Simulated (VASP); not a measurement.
SrCd:

```
Sr Cd
1.0
     4.00300    0.00000    0.00000
     0.00000    4.00300    0.00000
     0.00000    0.00000    4.00300
Sr Cd
1 1
Direct
  0.50000 0.50000 0.50000
  0.00000 0.00000 0.00000
```

* Program: VASP 6.6.1
* Task: relaxation of cell and atoms
* Functional: r2SCAN
* Potentials or basis: VASP PAW PBE potentials, release 64 (Sr_sv, Cd)
* Cutoff: 600 eV
* k mesh: 6 × 6 × 6
* Occupations: gaussian, width 0.05 eV
* Spin: no spin polarisation

At the start: pressure 0.8 GPa; volume 32.07 Å³/atom.

Q: Where does the relaxation end?

A: Over 3 steps the energy falls by 2.2 meV/atom and the volume is 33.02 Å³/atom (+3.0 %); space group Pm-3m (No. 221, to 0.1 Å) before and after.

Step by step:
```tsv
step	energy change (eV)	largest force (eV/Å)	pressure (GPa)	volume (Å³)
1	0.0000	0.0000	0.76	64.14
2	-0.0041	0.0000	0.17	65.57
3	-0.0043	0.0000	-0.01	66.04
```

Final structure:
```yaml
crystal:
  lattice:
    - [4.04213, 0.00000, 0.00000]
    - [0.00000, 4.04213, 0.00000]
    - [0.00000, 0.00000, 4.04213]
  atoms:
    - { symbol: Sr, position: [0.50000, 0.50000, 0.50000] }
    - { symbol: Cd, position: [0.00000, 0.00000, 0.00000] }
```

Caveat: the PAW data sets were made with another functional, which shifts forces and pressure a little.
